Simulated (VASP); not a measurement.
Ge: relaxation of cell and atoms with PBE

Crystal: Ge.

```
CELL_PARAMETERS angstrom
0.00000 2.47999 2.47999
2.47999 0.00000 2.47999
2.47999 2.47999 0.00000
ATOMIC_POSITIONS crystal
Ge 0.87500 0.87500 0.87500
Ge 0.12500 0.12500 0.12500
```

| Quantity | Value |
| --- | --- |
| Program | VASP 6.6.1 |
| Task | relaxation of cell and atoms |
| Functional | PBE |
| Potentials or basis | VASP PAW PBE potentials, release 64 (Ge_d) |
| Cutoff | 600 eV |
| k mesh | 13 × 13 × 13 |
| Occupations | fermi-dirac, width 0.08 eV |
| Spin | no spin polarisation |
| Target pressure | 48 GPa |
| Dipole correction | no |
| Further INCAR settings | ALGO = Normal; EDIFF = 1e-06; IBRION = 2; EDIFFG = -0.005; NSW = 60; ISIF = 3 |

* Relaxed volume: 16.77 Å³/atom
* Relaxed cell: a = 3.620 Å, b = 3.620 Å, c = 3.620 Å, α = 60.00°, β = 60.00°, γ = 60.00°
* Space group after relaxing (to 0.1 Å): Fd-3m (No. 227)
* Energy change on relaxing (the run minimises the enthalpy): -575.6 meV/atom
* Ionic steps: 29
* Pressure after relaxing: 48.0 GPa

The path:
| step | energy change (eV) | largest force (eV/Å) | pressure (GPa) | volume (Å³) |
| --- | --- | --- | --- | --- |
| 1 | 0.0000 | 0.0000 | 75.09 | 30.51 |
| 2 | -2.5894 | 0.0000 | 7.01 | 43.37 |
| 3 | -1.2490 | 0.0000 | 45.82 | 33.88 |
| 4 | -1.1657 | 0.0000 | 47.60 | 33.59 |
| 5 | -1.1467 | 0.0000 | 48.15 | 33.53 |
| 6 | -1.1468 | 0.0000 | 48.14 | 33.53 |
| 7 | -1.1471 | 0.0000 | 48.16 | 33.53 |
| 8 | -1.1471 | 0.0000 | 48.11 | 33.53 |
| 9 | -1.1471 | 0.0000 | 48.12 | 33.53 |
| 10 | -1.1471 | 0.0000 | 48.13 | 33.53 |
| 11 | -1.1471 | 0.0000 | 48.13 | 33.53 |
| 12 | -1.1471 | 0.0000 | 48.13 | 33.53 |
| 13 | -1.1472 | 0.0000 | 48.13 | 33.53 |
| 14 | -1.1472 | 0.0000 | 48.13 | 33.53 |
| 15 | -1.1474 | 0.0000 | 48.13 | 33.53 |
| 16 | -1.1477 | 0.0000 | 48.13 | 33.53 |
| 17 | -1.1482 | 0.0000 | 48.14 | 33.53 |
| 18 | -1.1493 | 0.0000 | 47.85 | 33.54 |
| 19 | -1.1487 | 0.0000 | 48.21 | 33.53 |
| 20 | -1.1491 | 0.0000 | 48.14 | 33.54 |
| 21 | -1.1492 | 0.0000 | 48.06 | 33.54 |
| 22 | -1.1492 | 0.0000 | 48.07 | 33.54 |
| 23 | -1.1493 | 0.0000 | 48.08 | 33.54 |
| 24 | -1.1496 | 0.0000 | 48.09 | 33.54 |
| 25 | -1.1502 | 0.0000 | 48.10 | 33.54 |
| 26 | -1.1514 | 0.0000 | 47.79 | 33.54 |
| 27 | -1.1506 | 0.0000 | 48.22 | 33.54 |
| 28 | -1.1510 | 0.0000 | 48.12 | 33.54 |
| 29 | -1.1511 | 0.0000 | 48.01 | 33.54 |

Final structure:
```cif
data_structure
_symmetry_space_group_name_H-M 'P 1'
_symmetry_Int_Tables_number 1
_cell_length_a 3.6200
_cell_length_b 3.6200
_cell_length_c 3.6200
_cell_angle_alpha 60.000
_cell_angle_beta 60.000
_cell_angle_gamma 60.000
_cell_volume 33.54
loop_
_atom_site_label
_atom_site_type_symbol
_atom_site_fract_x
_atom_site_fract_y
_atom_site_fract_z
_atom_site_occupancy
Ge1 Ge 0.87500 0.87500 0.87500 1
Ge2 Ge 0.12500 0.12500 0.12500 1
```

Levels at points of the mesh, in eV from the Fermi level:
| k point | band 11 | band 12 | band 13 | band 14 | band 15 | band 16 | band 17 | band 18 |
| --- | --- | --- | --- | --- | --- | --- | --- | --- |
| (0.00, 0.00, 0.00) | -15.46 | 0.03 | 0.03 | 0.03 | 2.62 | 2.62 | 2.62 | 3.09 |

Wall time 10 min on 1 thread of AMD EPYC 7R43 64-Core Processor (Zen 3), with other jobs on the host, peak memory 0.15 GiB.

Caveat: the cell is relaxed towards a set pressure, so the run minimises the enthalpy, not the energy.
